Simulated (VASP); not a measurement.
Write the native input for VASP 6.6.1 that does the following.

| Item | Value |
| --- | --- |
| Task | single point |
| Functional | PBEsol |
| Potentials or basis | VASP PAW PBE potentials, release 64 (Ni) |
| Cutoff | 520 eV |
| k mesh | 15 × 15 × 1 |
| Occupations | fermi-dirac, width 0.1 eV |
| Spin | collinear spin, ferromagnetic start |
| Starting moments | [1.0, 1.0, 1.0, 1.0, 1.0, 1.0] μB |
| Dipole correction | yes |
| Further INCAR settings | ALGO = Normal; EDIFF = 1e-06; NBANDS = 43 |

The structure of Ni lies in POSCAR:

```
Ni
1.0
    2.4497645824      0.0000000000      0.0000000000
   -1.2248822912      2.1215583616      0.0000000000
    0.0000000000      0.0000000000     26.0011000000
Ni
6
Direct
    0.1666666667      0.3333333333      0.3087148057
    0.5000000000      1.0000000000      0.3846019403
    0.8333333333      0.6666666667      0.4615090077
    0.1666666667      0.3333333333      0.5384906288
    0.5000000000      1.0000000000      0.6153980350
    0.8333333333      0.6666666667      0.6912855818
```

These files were run (other wordings do the same):

INCAR

```
SYSTEM = Ni
PREC = Accurate
ENCUT = 520
EDIFF = 1E-6
ISMEAR = -1
SIGMA = 0.1
LREAL = .FALSE.
LASPH = .TRUE.
NELM = 150
ALGO = Normal
ISIF = 2
LWAVE = .FALSE.
LCHARG = .FALSE.
ISPIN = 2
MAGMOM = 1 1 1 1 1 1
LORBIT = 11
LMAXMIX = 4
LDIPOL = .TRUE.
IDIPOL = 3
DIPOL = 0.5 0.5 0.500
GGA = PS
NBANDS = 43
```

KPOINTS

```
regular mesh
0
G
  15 15 1
  0 0 0
```

Potentials or basis: VASP PAW PBE potentials, release 64 (Ni).

Launch:

```console
$ cat potpaw_PBE.64/Ni/POTCAR > POTCAR
$ mpirun -np 1 vasp_std > vasp.out
```

Results of the run:

```json
{
  "Largest force": "0.005 eV/Å",
  "Net moment": "3.79 μB per cell",
  "Site moments": "Ni +0.65, +0.61 (each value once) μB",
  "Valence electrons inside the program's atomic spheres": "Ni 9.25, 9.40 (each value once)"
}
```

Caveat: the PAW data sets were made with another functional, which shifts forces and pressure a little.

Run time: 12 min on 1 thread of Intel(R) Xeon(R) Platinum 8259CL CPU @ 2.50GHz (Skylake/Cascade Lake), with other jobs on the host, peak memory 0.42 GiB.
